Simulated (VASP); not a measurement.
# HfN (F-43m) in VASP: further runs

The runs below take HfN through single point, with LDA, PBEsol+U.

All numbers are computed with VASP 6.6.1; they aren't measurements. Logs are shortened: lines on timing, memory, paths and dates and some standing lists are left out, and cuts for length are marked.

### 1 The cell of the first run

It takes space group F-43m (No. 216, cubic). Conventional cell: a = 4.910 Å, b = 4.910 Å, c = 4.910 Å, α = 90.00°, β = 90.00°, γ = 90.00°. Hf (site symmetry -43m) has 4 N at 2.13 Å within 2.8 Å. N (site symmetry -43m) has 4 Hf at 2.13 Å within 2.8 Å.

### 2 Single point, LDA

INCAR reads:

```
SYSTEM = HfN
  ALGO = Normal
  EDIFF = 1E-7
  ENCUT = 520
  ISIF = 2
  ISMEAR = -1
  LASPH = .True.
  LCHARG = .True.
  LELF = .True.
  LREAL = .False.
  LVHAR = .True.
  LWAVE = .False.
  NBANDS = 14
  NELM = 60
  PREC = Accurate
  SIGMA = 0.05
```

KPOINTS reads:

```
k-points
0
Gamma
  9 9 9
  0 0 0
```

POSCAR reads:

```
HfN
1.0
    0.0000000000      2.4548220000      2.4548220000
    2.4548220000      0.0000000000      2.4548220000
    2.4548220000      2.4548220000      0.0000000000
Hf N
1 1
Direct
    0.0000000000      0.0000000000      0.0000000000
    0.2500000000      0.2500000000      0.2500000000
```

Potentials or basis: VASP PAW LDA potentials, release 64 (Hf_pv, N).

Run with:

```sh
> cat potpaw_LDA.64/Hf_pv/POTCAR potpaw_LDA.64/N/POTCAR > POTCAR
> mpirun -np 1 vasp_std > vasp.out
```

OUTCAR:

```text
SYSTEM = HfN
   EDIFF = 1E-7
   ENCUT = 520
   ISIF = 2
   ISMEAR = -1
   LASPH = .True.
   LREAL = .False.
   NELM = 60
   PREC = Accurate

 ion  position               nearest neighbor table
   1  0.000  0.000  0.000-   2 2.13   2 2.13   2 2.13   2 2.13
   2  0.250  0.250  0.250-   1 2.13   1 2.13   1 2.13   1 2.13

  LATTYP: Found a face centered cubic cell.
 ALAT       =     4.9096440000

  Lattice vectors:

 A1 = (   0.0000000000,   2.4548220000,   2.4548220000)
 A2 = (   2.4548220000,   0.0000000000,   2.4548220000)
 A3 = (   2.4548220000,   2.4548220000,   0.0000000000)

Analysis of symmetry for initial positions (statically):
=====================================================================
 Subroutine PRICEL returns:
 Original cell was already a primitive cell.

 Routine SETGRP: Setting up the symmetry group for a
 face centered cubic supercell.

 Subroutine GETGRP returns: Found 24 space group operations
 (whereof 24 operations were pure point group operations)
 out of a pool of 48 trial point group operations.

The static configuration has the point symmetry T_d .

Analysis of symmetry for dynamics (positions and initial velocities):
=====================================================================
 Subroutine PRICEL returns:
 Original cell was already a primitive cell.

 Routine SETGRP: Setting up the symmetry group for a
 face centered cubic supercell.

 Subroutine GETGRP returns: Found 24 space group operations
 (whereof 24 operations were pure point group operations)
 out of a pool of 48 trial point group operations.

The dynamic configuration has the point symmetry T_d .

 Subroutine INISYM returns: Found 24 space group operations
 (whereof 24 operations are pure point group operations),
 and found     1 'primitive' translations

----------------------------------------------------------------------------------------

                                     Primitive cell

  volume of cell :      29.5863

  direct lattice vectors                    reciprocal lattice vectors
     0.000000000  2.454822000  2.454822000    -0.203680756  0.203680756  0.203680756
     2.454822000  0.000000000  2.454822000     0.203680756 -0.203680756  0.203680756
     2.454822000  2.454822000  0.000000000     0.203680756  0.203680756 -0.203680756

  length of vectors
     3.471642566  3.471642566  3.471642566     0.352785417  0.352785417  0.352785417

  position of ions in fractional coordinates (direct lattice)
     0.000000000  0.000000000  0.000000000
     0.250000000  0.250000000  0.250000000

  ion indices of the primitive-cell ions
   primitive index   ion index
                 1           1
                 2           2

----------------------------------------------------------------------------------------

 KPOINTS: k-points

Automatic generation of k-mesh.
 Grid dimensions read from file:
 generate k-points for:    9    9    9

 Generating k-lattice:

  Cartesian coordinates                     Fractional coordinates (reciprocal lattice)
    -0.022631195  0.022631195  0.022631195     0.111111111  0.000000000  0.000000000
     0.022631195 -0.022631195  0.022631195     0.000000000  0.111111111  0.000000000
     0.022631195  0.022631195 -0.022631195     0.000000000  0.000000000  0.111111111

  Length of vectors
     0.039198380  0.039198380  0.039198380

  Shift w.r.t. Gamma in fractional coordinates (k-lattice)
     0.000000000  0.000000000  0.000000000

 Subroutine IBZKPT returns following result:
 ===========================================

 Found     35 irreducible k-points:

 Following reciprocal coordinates:
            Coordinates               Weight
  0.000000  0.000000  0.000000      1.000000
  0.111111  0.000000  0.000000      8.000000
  0.222222  0.000000  0.000000      8.000000
  0.333333  0.000000  0.000000      8.000000
  0.444444  0.000000  0.000000      8.000000
  0.111111  0.111111  0.000000      6.000000
[... 16 lines left out ...]
 -0.333333  0.333333  0.000000     12.000000
  0.444444  0.444444  0.000000      6.000000
 [... further k-points ...]
   k-points           NKPTS =     35   k-points in BZ     NKDIM =     35   number of bands    NBANDS=     14
   number of dos      NEDOS =    301   number of ions     NIONS =      2
   total plane-waves  NPLWV =  21952
   dimension x,y,z NGX =    28 NGY =   28 NGZ =   28
   dimension x,y,z NGXF=    56 NGYF=   56 NGZF=   56
   ions per type =               1   1
   NGX,Y,Z   is equivalent  to a cutoff of  13.41, 13.41, 13.41 a.u.
   NGXF,Y,Z  is equivalent  to a cutoff of  26.82, 26.82, 26.82 a.u.
 SYSTEM =  HfN
   PREC   = accura    normal or accurate (medium, high low for compatibility)
   ISTART =      0    job   : 0-new  1-cont  2-samecut
   ICHARG =      2    charge: 1-file 2-atom 10-const
   ISPIN  =      1    spin polarized calculation?
   LNONCOLLINEAR =      F non collinear calculations
   LSORBIT =      F    spin-orbit coupling
   LASPH  =      T    aspherical Exc in radial PAW
   ENCUT  =  520.0 eV  38.22 Ry    6.18 a.u.   6.45  6.45  6.45*2*pi/ulx,y,z
   NELM   =     60;   NELMIN=  2; NELMDL= -5     # of ELM steps
   EDIFF  = 0.1E-06   stopping-criterion for ELM
   LREAL  =      F    real-space projection
   EDIFFG = 0.1E-05   stopping-criterion for IOM
   NSW    =      0    number of steps for IOM
   IBRION =     -1    ionic relax: 0-MD 1-quasi-New 2-CG
   NFREE  =      0    steps in history (QN), initial steepest desc. (CG)
   ISIF   =      2    stress and relaxation
   ISYM   =      2    0-nonsym 1-usesym 2-fastsym
   POTIM  = 0.5000    time-step for ionic-motion
   TEBEG  =    0.0;   TEEND  =   0.0 temperature during run
   PSTRESS=    0.0 pullay stress
   NELECT =      15.0000    total number of electrons
   NUPDOWN=      -1.0000    fix difference up-down
   EMIN   =  10.00;   EMAX   =-10.00  energy-range for DOS
   EFERMI =   0.00;   METHOD = LEGACY
   ISMEAR =    -1;   SIGMA  =   0.05  broadening in eV -4-tet -1-fermi 0-gaus
   EFERMI_NEDOS =   21; number of points for ismear=-14 and -15
   IALGO  =     38    algorithm
   IMIX   =      4    mixing-type and parameters
     AMIX     =   0.40;   BMIX     =  1.00
     AMIX_MAG =   1.60;   BMIX_MAG =  1.00
  volume/ion in A,a.u.               =      14.79        99.83
  Fermi-wavevector in a.u.,A,eV,Ry     =   1.305395  2.466839 23.185087  1.704056
  Thomas-Fermi vector in A             =   2.436267
   LORBIT       =      0    0 simple, 1 ext, 2 COOP (PROOUT), +10 PAW based schemes
   GGA     = CA    functional components
   LHFCALC =     F    Hartree Fock is set to
   AEXX    =    0.0000 exact exchange contribution
   IVDW    =     0    specifies the selected vdW correction
   LEPSILON=     F    determine dielectric tensor
   LRPA    =     F    only Hartree local field effects (RPA)
 non-spin polarized calculation
  energy-cutoff  :      520.00
  volume of cell :       29.59
 maximum number of plane-waves:       821
 NGX is ok and might be reduce to    28
   NGX = 13   NGY = 13   NGZ = 13

 number of electron      15.0000001 magnetization

 Free energy of the ion-electron system (eV)
  ---------------------------------------------------
  ext. energy  EPLUGINS =         0.00000000
  ---------------------------------------------------
  free energy    TOTEN  =       -23.01905896 eV

  energy without entropy =      -23.01350486  energy(sigma->0) =      -23.01628191

 E-fermi :   5.5672     XC(G=0): -11.5065

 val. band max:        5.5508216881   @ k =  -0.2222   0.3333   0.1111
 cond. band min:       5.5804598715   @ k =   0.1111   0.0000   0.0000
 fundamental gap:      0.0296381834
 Fermi energy:         5.5672202367

 k-point     1 :       0.0000    0.0000    0.0000
  band No.  band energies     occupation
      1     -25.3638      2.00000
      2     -25.3638      2.00000
      3     -25.3638      2.00000
      4     -10.3463      2.00000
      5       0.1179      2.00000
      6       0.1179      2.00000
      7       0.1179      2.00000
      8       4.9478      1.99999
      9       7.6901      0.00000
     10       7.6901      0.00000
     11      12.1108      0.00000
     12      12.1108      0.00000
     13      12.1108      0.00000
     14      16.9659      0.00000

 k-point     2 :       0.1111    0.0000    0.0000
  band No.  band energies     occupation
      1     -25.4227      2.00000
      2     -25.3713      2.00000
      3     -25.3713      2.00000
      4     -10.1989      2.00000
      5      -0.1290      2.00000
      6       0.2065      2.00000
      7       0.2065      2.00000
      8       5.5805      0.86837
      9       7.5040      0.00000
     10       7.5040      0.00000
     11      11.8014      0.00000
     12      12.3697      0.00000
     13      12.3697      0.00000
     14      16.9401      0.00000

 k-point     3 :       0.2222    0.0000    0.0000
  band No.  band energies     occupation
      1     -25.5684      2.00000
      2     -25.3904      2.00000
      3     -25.3904      2.00000
      4      -9.8420      2.00000
      5      -0.4467      2.00000
      6       0.4120      2.00000
      7       0.4120      2.00000
      8       6.8312      0.00000
      9       7.2998      0.00000
     10       7.2998      0.00000
     11      11.2331      0.00000
     12      12.5371      0.00000
     13      12.5371      0.00000
     14      14.6881      0.00000
[... 324 lines left out ...]
 k-point    23 :      -0.3333    0.3333    0.0000
  band No.  band energies     occupation
      1     -25.7456      2.00000
      2     -25.6316      2.00000
      3     -25.4733      2.00000
      4      -8.9212      2.00000
      5      -0.2134      2.00000
      6       0.8653      2.00000
      7       1.3737      2.00000
      8       4.8045      2.00000
      9       7.6083      0.00000
     10       8.0110      0.00000
     11      11.5136      0.00000
     12      11.6816      0.00000
     13      13.8646      0.00000
     14      15.4273      0.00000

 k-point    24 :       0.4444    0.4444    0.0000
  band No.  band energies     occupation
      1     -25.8252      2.00000
      2     -25.5217      2.00000
      3     -25.5217      2.00000
      4      -8.8852      2.00000
      5      -1.3358      2.00000
      6       1.9158      2.00000
      7       1.9158      2.00000
      8       4.4564      2.00000
      9       7.8714      0.00000
     10       9.4090      0.00000
     11      10.3060      0.00000
     12      10.3060      0.00000
     13      14.4714      0.00000
     14      16.9428      0.00000

 [... further k-points ...]
[... 5 lines left out ...]
  --------------------------------------------------------------------------------------
  -------------------------------------------------------------------------------------
  Total       -1.8477508     -1.8477508     -1.8477508      0.0000000     -0.0000000      0.0000000
  in kB     -100.0607995   -100.0607995   -100.0607995      0.0000000     -0.0000000      0.0000000
  external PRESSURE =    -100.0607995 kB  Pullay stress =       0.0000000 kB

 VOLUME and BASIS-vectors are now :
 -----------------------------------------------------------------------------
  energy-cutoff  :      520.00
  volume of cell :       29.59
      direct lattice vectors                 reciprocal lattice vectors
     0.000000000  2.454822000  2.454822000    -0.203680756  0.203680756  0.203680756
     2.454822000  0.000000000  2.454822000     0.203680756 -0.203680756  0.203680756
     2.454822000  2.454822000  0.000000000     0.203680756  0.203680756 -0.203680756

 POSITION                                       TOTAL-FORCE (eV/Angst)
 -----------------------------------------------------------------------------------
      0.00000      0.00000      0.00000         0.000000      0.000000      0.000000
      1.22741      1.22741      1.22741        -0.000000     -0.000000     -0.000000
 -----------------------------------------------------------------------------------
    total drift:                               -0.000000     -0.000000     -0.000000

  FREE ENERGIE OF THE ION-ELECTRON SYSTEM (eV)
  ---------------------------------------------------
  free  energy   TOTEN  =       -23.0190589628 eV

  energy  without entropy=      -23.0135048606  energy(sigma->0) =      -23.01628191
```

Run time: 21 s. Hardware: 1 thread of AMD EPYC 7R13, shared host; peak memory 0.12 GiB.

Results:

```yaml
Free_energy: -23.0191 eV
Pressure: -10.0 GPa
```

Caveat: spin-orbit coupling is left out, which moves the levels of the heavy elements.

### 3 Single point, PBEsol+U

INCAR reads:

```
PREC = Accurate
ENCUT = 520
EDIFF = 1E-6
ISMEAR = -1
SIGMA = 0.05
LREAL = F
LASPH = T
NELM = 150
ALGO = Normal
ISIF = 2
LWAVE = F
LCHARG = T
LMAXMIX = 4
LDAU = T
LDAUTYPE = 2
LDAUL = 2 -1
LDAUU = 1 0
LDAUJ = 0 0
LDAUPRINT = 1
GGA = PS
LELF = T
LVHAR = T
NBANDS = 14
```

KPOINTS reads:

```
regular mesh
0
Gamma
  9 9 9
```

POSCAR is that of step 2.

Potentials or basis: VASP PAW PBE potentials, release 64 (Hf_pv, N).

Run with:

```sh
> cat potpaw_PBE.64/Hf_pv/POTCAR potpaw_PBE.64/N/POTCAR > POTCAR
> mpirun -np 1 vasp_std > vasp.out
```

OUTCAR:

```text
PREC = Accurate
   ENCUT = 520
   EDIFF = 1E-6
   ISMEAR = -1
   LREAL = F
   LASPH = T
   NELM = 150
   ISIF = 2
   GGA = PS

 ion  position               nearest neighbor table
   1  0.000  0.000  0.000-   2 2.13   2 2.13   2 2.13   2 2.13
   2  0.250  0.250  0.250-   1 2.13   1 2.13   1 2.13   1 2.13

  LATTYP: Found a face centered cubic cell.
 ALAT       =     4.9096440000

  Lattice vectors:

[... 619 lines left out ...]
      5      -1.2245      2.00000
      6       2.0044      2.00000
      7       2.0044      2.00000
      8       4.5468      2.00000
      9       8.0872      0.00000
     10       9.8496      0.00000
     11      10.5426      0.00000
     12      10.5426      0.00000
     13      14.5638      0.00000
     14      17.4103      0.00000

 [... further k-points ...]
[... 5 lines left out ...]
  --------------------------------------------------------------------------------------
  -------------------------------------------------------------------------------------
  Total       -0.5584324     -0.5584324     -0.5584324      0.0000000      0.0000000     -0.0000000
  in kB      -30.2406521    -30.2406521    -30.2406521      0.0000000      0.0000000     -0.0000000
  external PRESSURE =     -30.2406521 kB  Pullay stress =       0.0000000 kB

 VOLUME and BASIS-vectors are now :
 -----------------------------------------------------------------------------
  energy-cutoff  :      520.00
  volume of cell :       29.59
      direct lattice vectors                 reciprocal lattice vectors
     0.000000000  2.454822000  2.454822000    -0.203680756  0.203680756  0.203680756
     2.454822000  0.000000000  2.454822000     0.203680756 -0.203680756  0.203680756
     2.454822000  2.454822000  0.000000000     0.203680756  0.203680756 -0.203680756

 POSITION                                       TOTAL-FORCE (eV/Angst)
 -----------------------------------------------------------------------------------
      0.00000      0.00000      0.00000         0.000000      0.000000      0.000000
      1.22741      1.22741      1.22741        -0.000000     -0.000000     -0.000000
 -----------------------------------------------------------------------------------
    total drift:                               -0.000000     -0.000000     -0.000000

  FREE ENERGIE OF THE ION-ELECTRON SYSTEM (eV)
  ---------------------------------------------------
  free  energy   TOTEN  =       -21.5732089473 eV

  energy  without entropy=      -21.5671110490  energy(sigma->0) =      -21.57016000
```

OSZICAR:

```text
N       E                     dE             d eps       ncg     rms          rms(c)
DAV:   1     0.416037602988E+02    0.41604E+02   -0.76210E+03   980   0.971E+02
DAV:   2    -0.224342107772E+02   -0.64038E+02   -0.59746E+02  1358   0.232E+02
DAV:   3    -0.250085919933E+02   -0.25744E+01   -0.25645E+01  1106   0.380E+01
DAV:   4    -0.250238236711E+02   -0.15232E-01   -0.15230E-01  1190   0.354E+00
DAV:   5    -0.250239831952E+02   -0.15952E-03   -0.15952E-03  1118   0.316E-01    0.571E+01
DAV:   6    -0.217186342717E+02    0.33053E+01   -0.12312E+01  1088   0.240E+01    0.409E+01
DAV:   7    -0.216007726845E+02    0.11786E+00   -0.72084E-01  1040   0.739E+00    0.252E+01
DAV:   8    -0.215818442469E+02    0.18928E-01   -0.11503E-01  1184   0.296E+00    0.630E+00
DAV:   9    -0.215734512035E+02    0.83930E-02   -0.23301E-02  1064   0.113E+00    0.192E+00
DAV:  10    -0.215732795876E+02    0.17162E-03   -0.21172E-03  1208   0.405E-01    0.464E-01
DAV:  11    -0.215732119242E+02    0.67663E-04   -0.19431E-04  1076   0.128E-01    0.113E-01
DAV:  12    -0.215732089709E+02    0.29533E-05   -0.24763E-05  1316   0.385E-02    0.116E-02
DAV:  13    -0.215732089473E+02    0.23579E-07   -0.56519E-07   688   0.748E-03
   1 F= -.21573209E+02 E0= -.21570160E+02  d E =-.609790E-02
```

stdout:

```text
POSCAR found type information on POSCAR HfN
 POSCAR found :  2 types and       2 ions
 scaLAPACK will be used
 -----------------------------------------------------------------------------
|                                                                             |
|                                                                             |
|     You enforced a specific xc type in the INCAR file but a different       |
|     I HOPE YOU KNOW WHAT YOU ARE DOING!                                     |
|                                                                             |
 -----------------------------------------------------------------------------

 LDA part: xc-table for (Slater+PW92), standard interpolation
 POSCAR, INCAR and KPOINTS ok, starting setup
 FFT: planning ... GRIDC
 FFT: planning ... GRID_SOFT
 FFT: planning ... GRID
 WAVECAR not read
 entering main loop
```

Wall time 29 s (1 thread of Intel Xeon 8259CL, shared host); peak memory 0.16 GiB.

What came out:

```
Free energy : -21.5732 eV
Pressure    : -3.0 GPa
```

Levels at points of the mesh, in eV from the Fermi level:
| k point | band 4 | band 5 | band 6 | band 7 | band 8 | band 9 | band 10 | band 11 | band 12 | band 13 |
| --- | --- | --- | --- | --- | --- | --- | --- | --- | --- | --- |
| (0.00, 0.00, 0.00) | -16.14 | -5.42 | -5.42 | -5.42 | -0.81 | 2.40 | 2.40 | 6.61 | 6.61 | 6.61 |

Eigenvalues of the final occupation matrices:
| site | spin | trace | eigenvalues |
| --- | --- | --- | --- |
| site 1 d | 1 | 0.84 | 0.09 0.09 0.22 0.22 0.22 |
| site 1 d | 2 | 0.84 | 0.09 0.09 0.22 0.22 0.22 |

Caveat: the PAW data sets were made with another functional, which shifts forces and pressure a little; spin-orbit coupling is left out, which moves the levels of the heavy elements; U without spin polarisation on a metal has little footing.
